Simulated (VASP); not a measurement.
The system is Ag16Br3Cl13.

```xyz
64
Lattice="10.9818 0.0000 0.0000 0.0000 10.9818 0.0000 0.0000 0.0000 10.9818" Properties=species:S:1:pos:R:3 pbc="T T T"
Cl    2.7488    0.0011    0.0286
Cl    2.7270   10.9598    5.5392
Cl    2.7403    5.4873   10.9594
Cl    2.7619    5.4970    5.5084
Cl    8.1933   10.9753   10.9731
Cl    8.2143    0.0001    5.5172
Cl    8.2244    5.5045    0.0205
Cl    8.2189    5.5025    5.4701
Cl   10.9617    2.7154    5.4794
Cl   10.9805    8.2657   10.9732
Cl   10.9736    8.2486    5.4704
Cl    5.5137    2.7988    0.0059
Cl    5.4748    2.7576    5.4793
Cl    5.5142    8.2660   10.9599
Cl    5.4802    8.2722    5.4798
Cl    0.0185    0.0212    2.7163
Cl    0.0193   10.9601    8.2354
Cl    5.5041   10.9721    2.7729
Cl    5.4999    0.0072    8.2419
Cl    5.5055    5.4760    2.7227
Cl    2.7629    2.7458    2.7707
Cl    2.7396    2.7435    8.2504
Cl    2.7283    8.2464    2.7183
Cl    2.7216    8.2465    8.2544
Cl    8.2276    8.2105    2.7367
Cl    8.2480    8.2384    8.2350
Br   10.9753    2.7640   10.9758
Br    0.0141    5.4807    2.7452
Br   10.9627    5.5239    8.2277
Br    5.4858    5.4828    8.2387
Br    8.2525    2.7389    2.7490
Br    8.2212    2.7635    8.2386
Ag    0.0089   10.9813   10.9542
Ag   10.9810   10.9720    5.4582
Ag   10.9707    5.5446    0.0320
Ag   10.9687    5.4789    5.5000
Ag    5.5067   10.9504    0.0074
Ag    5.4733   10.9525    5.5054
Ag    5.4746    5.5186   10.9601
Ag    5.5282    5.4592    5.5571
Ag    2.7182    2.7452   10.9742
Ag    2.7572    2.7333    5.5156
Ag    2.7791    8.2271   10.9725
Ag    2.7463    8.2569    5.5259
Ag    8.2447    2.7414   10.9727
Ag    8.2534    2.7322    5.5023
Ag    8.2306    8.2482   10.9720
Ag    8.2182    8.2289    5.4838
Ag    2.7466   10.9538    2.7682
Ag    2.7293   10.9682    8.2348
Ag    2.7394    5.5148    2.7651
Ag    2.7640    5.5016    8.2511
Ag    8.2312   10.9746    2.7538
Ag    8.2236   10.9571    8.2154
Ag    8.2081    5.4880    2.7594
Ag    8.2400    5.4591    8.2458
Ag   10.9766    2.7415    2.7468
Ag   10.9764    2.7499    8.2595
Ag    0.0129    8.2652    2.7251
Ag    0.0371    8.2509    8.2624
Ag    5.4648    2.7200    2.7840
Ag    5.4757    2.7491    8.2164
Ag    5.4728    8.2050    2.7481
Ag    5.4954    8.2241    8.2551
```

- Program: VASP 6.6.1
- Task: relaxation of volume and atoms at fixed shape
- Functional: PBEsol
- Potentials or basis: VASP PAW PBE potentials, release 64 (Cl, Br, Ag)
- Cutoff: 500 eV
- k mesh: 1 × 1 × 1, shifted
- Occupations: fermi-dirac, width 0.05 eV
- Spin: no spin polarisation

At the start: pressure 0.1 GPa; volume 20.69 Å³/atom.

**Question.** How do energy, volume and symmetry change on relaxing?

**Answer.** Over 9 steps the energy falls by 4.1 meV/atom; space group P1 (No. 1, to 0.1 Å) before and after.

Step by step:
| step | energy change (eV) | largest force (eV/Å) | pressure (GPa) | volume (Å³) |
| --- | --- | --- | --- | --- |
| 1 | 0.0000 | 0.3965 | 0.11 | 1324.40 |
| 2 | -0.0810 | 0.3207 | -0.05 | 1327.05 |
| 3 | -0.2110 | 0.1290 | -0.44 | 1335.01 |
| 4 | -0.2193 | 0.0802 | -0.54 | 1337.46 |
| 5 | -0.2419 | 0.0838 | 0.36 | 1315.88 |
| 6 | -0.2504 | 0.0750 | 0.04 | 1323.23 |
| 7 | -0.2504 | 0.0753 | 0.05 | 1322.94 |
| 8 | -0.2563 | 0.0565 | 0.04 | 1323.33 |
| 9 | -0.2598 | 0.0291 | 0.01 | 1323.90 |

Final structure:
```
Cl Br Ag
1.0
    10.98040    0.00000    0.00000
     0.00000   10.98040    0.00000
     0.00000    0.00000   10.98040
Cl Br Ag
26 6 32
Direct
  0.25290 0.99968 0.00156
  0.24879 0.99894 0.50129
  0.25052 0.50087 0.00110
  0.25264 0.50110 0.50034
  0.74742 0.99671 0.99944
  0.74940 0.99650 0.50043
  0.74831 0.50420 0.00248
  0.74811 0.50272 0.49829
  0.00275 0.24618 0.50062
  0.00019 0.75422 0.00067
  0.99997 0.75314 0.49845
  0.49768 0.25036 0.00184
  0.49683 0.24814 0.49932
  0.50101 0.75182 0.00097
  0.49859 0.75084 0.49911
  0.00132 0.99897 0.24882
  0.00120 0.99761 0.74853
  0.49895 0.99683 0.25165
  0.49791 0.99861 0.75043
  0.49765 0.50083 0.24988
  0.25248 0.24869 0.25287
  0.25044 0.24738 0.74918
  0.25106 0.75148 0.24882
  0.25054 0.75301 0.75193
  0.74822 0.75105 0.24974
  0.75073 0.75166 0.74901
  0.00177 0.24944 0.99992
  0.00166 0.50218 0.25229
  0.00024 0.50352 0.74841
  0.49922 0.50111 0.75115
  0.74733 0.24781 0.25168
  0.74822 0.24713 0.74878
  0.99997 0.99689 0.99819
  0.99894 0.99846 0.49820
  0.99897 0.50753 0.00134
  0.00002 0.50002 0.50031
  0.49991 0.00051 0.00184
  0.49886 0.99945 0.50051
  0.49909 0.50199 0.00541
  0.50098 0.49906 0.49584
  0.25510 0.24998 0.00114
  0.25032 0.24985 0.50122
  0.25207 0.74975 0.00004
  0.24918 0.74976 0.50118
  0.74444 0.25008 0.00008
  0.74949 0.24952 0.50003
  0.74991 0.75071 0.99945
  0.74928 0.74984 0.49943
  0.25129 0.99888 0.25186
  0.24970 0.99946 0.75191
  0.25487 0.50109 0.25115
  0.25044 0.50069 0.75039
  0.74951 0.99344 0.25023
  0.74985 0.99326 0.74987
  0.74472 0.50451 0.25014
  0.74964 0.50501 0.75101
  0.00614 0.24502 0.25501
  0.00481 0.24456 0.74519
  0.00029 0.75636 0.24995
  0.00129 0.75694 0.74902
  0.49412 0.24718 0.25117
  0.49350 0.24417 0.74968
  0.49881 0.74946 0.25011
  0.50016 0.75590 0.74978
```

Caveat: the PAW data sets were made with another functional, which shifts forces and pressure a little.
